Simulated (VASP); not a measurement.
Here is a VASP 6.6.1 calculation.

INCAR

```
SYSTEM = MnS
  PREC = Accurate
  ENCUT = 520
  EDIFF = 1E-7
  ISMEAR = 1
  SIGMA = 0.1
  LREAL = .FALSE.
  LASPH = .TRUE.
  NELM = 60
  ALGO = Normal
  ISIF = 2
  LWAVE = .FALSE.
  LCHARG = .TRUE.
  LELF = .TRUE.
  LVHAR = .TRUE.
  NBANDS = 27
```

KPOINTS

```
Automatic mesh
0
G
  4 8 8
  0 0 0
```

Contents of POSCAR:

```
MnS
1.0
    0.0000000000      5.2090000000      5.2090000000
    2.6045000000      0.0000000000      2.6045000000
    2.6045000000      2.6045000000      0.0000000000
Mn S
2 2
Direct
    0.0000000000      0.0000000000      0.0000000000
    0.5000000000      0.0000000000      0.0000000000
    0.2500000000      0.5000000000      0.5000000000
    0.7500000000      0.5000000000      0.5000000000
```

Potentials or basis: VASP PAW LDA potentials, release 64 (Mn_pv, S).

The run is started by

```console
$ cat potpaw_LDA.64/Mn_pv/POTCAR potpaw_LDA.64/S/POTCAR > POTCAR
$ mpirun -np 1 vasp_std > vasp.out
```

(1) Predict the band gap on the k mesh.

(2) What does it give for the pressure?

Answers

(1) zero (bands 19 and 20 overlap by 0.42 eV).

(2) -30.6 GPa.

Caveat: the cell stands under tension; the run has no spin polarisation, though such a crystal can be magnetic; semilocal functionals often make such compounds metallic where correlation or magnetic order opens a gap, which also shifts bond lengths.
